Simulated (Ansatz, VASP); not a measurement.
# Two plane-wave programs on SrBe2Zn2

```
Zn Sr Be
1.0
     1.98272    3.43418    0.00000
    -1.98272    3.43418    0.00000
     0.00000    0.00000    6.79942
Zn Sr Be
2 1 2
Direct
  0.33330 0.33340 0.63110
  0.66670 0.66660 0.36890
  0.00000 0.00000 0.00000
  0.33330 0.33340 0.26880
  0.66670 0.66660 0.73120
```

Alike in both runs: task single point; functional PBE; k mesh 10 × 10 × 5; no spin polarisation.

```csv
,VASP,Ansatz
version,VASP 6.6.1,Ansatz 0.2.0
potentials or method,"VASP PAW PBE potentials, release 64 (Zn, Sr_sv, Be), cutoff 520 eV",PAW plane waves
occupations,"fermi-dirac, width 0.1 eV",fermi-dirac
valence electrons in the cell,38,38
```

Ansatz gave:

```
pressure (GPa)                                                : 3.2
traceless stress, the component that is largest in VASP (GPa) : -0.25
rms of the force components (eV/Å)                            : 0.466
```

Q: Estimate VASP's values.

A: Pressure (GPa): 3.4; traceless stress, the component that is largest in VASP (GPa): -0.25; rms of the force components (eV/Å): 0.463.

Atom by atom the forces differ by 0.002 eV/Å (rms over components). Ansatz's warnings: structure snapped to symmetry.
